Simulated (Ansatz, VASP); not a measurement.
**One calculation of NaH, two programs**

```
Na H
1.0
     4.09563    0.00000    0.00000
    -2.04781    3.54692    0.00000
     0.00000    0.00000    4.82832
Na H
2 2
Direct
  0.33333 0.66667 0.25000
  0.66667 0.33333 0.75000
  0.66667 0.33333 0.25000
  0.33333 0.66667 0.75000
```

Change from the starting cell: biaxial_xy strain +3.6%.

Alike in both runs: task single point; functional PBE; k mesh 12 × 12 × 6; occupations fermi-dirac, width 0.02 eV; no spin polarisation.

```csv
,VASP,Ansatz
version,VASP 6.6.1,Ansatz 0.2.0
potentials or method,"VASP PAW PBE potentials, release 64 (Na_pv, H)","plane waves, PAW"
plane-wave cutoff (eV),520,420
valence electrons in the cell,16,20
```

|  | VASP | Ansatz | Ansatz less VASP |
| --- | --- | --- | --- |
| gap on the k mesh at the Fermi level (eV) | 3.18 | 3.17 | -0.002 |
| pressure (GPa) | -0.9 | -0.8 | +0.03 |
| traceless stress, the component that is largest in VASP (GPa) | 0.45 | 0.45 | -0.002 |

With one functional, cell and mesh, what is left measures potentials, basis and numerics. VASP's potentials hold 16 valence electrons a cell and Ansatz's 20, so a difference there can come from the potentials and not from the codes.
